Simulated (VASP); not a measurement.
Ti:

```
CELL_PARAMETERS angstrom
2.95000 0.00000 0.00000
-1.47500 2.55477 0.00000
0.00000 0.00000 4.68000
ATOMIC_POSITIONS crystal
Ti 0.66667 0.33333 0.75000
Ti 0.33333 0.66667 0.25000
```

```yaml
Program: VASP 6.6.1
Task: relaxation of cell and atoms
Functional: revPBE
Dispersion: D3(BJ)
Potentials_or_basis: VASP PAW PBE potentials, release 64 (Ti_sv)
Cutoff: 600 eV
k_mesh: 10 × 10 × 6
Occupations: fermi-dirac, width 0.05 eV
Spin: no spin polarisation
```

At the start: pressure -10.0 GPa; volume 17.64 Å³/atom.

Task: Where does the relaxation end?

Result: Over 7 steps the energy falls by 54.5 meV/atom and the volume is 16.01 Å³/atom (-9.2 %); space group P6_3/mmc (No. 194, to 0.05 Å).

The path:
```tsv
step	energy change (eV)	largest force (eV/Å)	pressure (GPa)	volume (Å³)
1	0.0000	0.0000	-9.98	35.27
2	-0.0529	0.0000	9.09	29.96
3	-0.1088	0.0000	-0.07	32.04
4	-0.1088	0.0000	0.17	31.98
5	-0.1089	0.0000	-0.13	32.05
6	-0.1089	0.0000	-0.09	32.04
7	-0.1089	0.0000	-0.01	32.02
```

Final structure:
```yaml
crystal:
  lattice:
    - [2.86038, 0.00000, 0.00000]
    - [-1.43019, 2.47716, 0.00000]
    - [0.00000, 0.00000, 4.51936]
  atoms:
    - { symbol: Ti, position: [0.66667, 0.33333, 0.75000] }
    - { symbol: Ti, position: [0.33333, 0.66667, 0.25000] }
```

Caveat: the PAW data sets were made with another functional, which shifts forces and pressure a little; pairwise dispersion overbinds metals, which lowers pressure and volume.
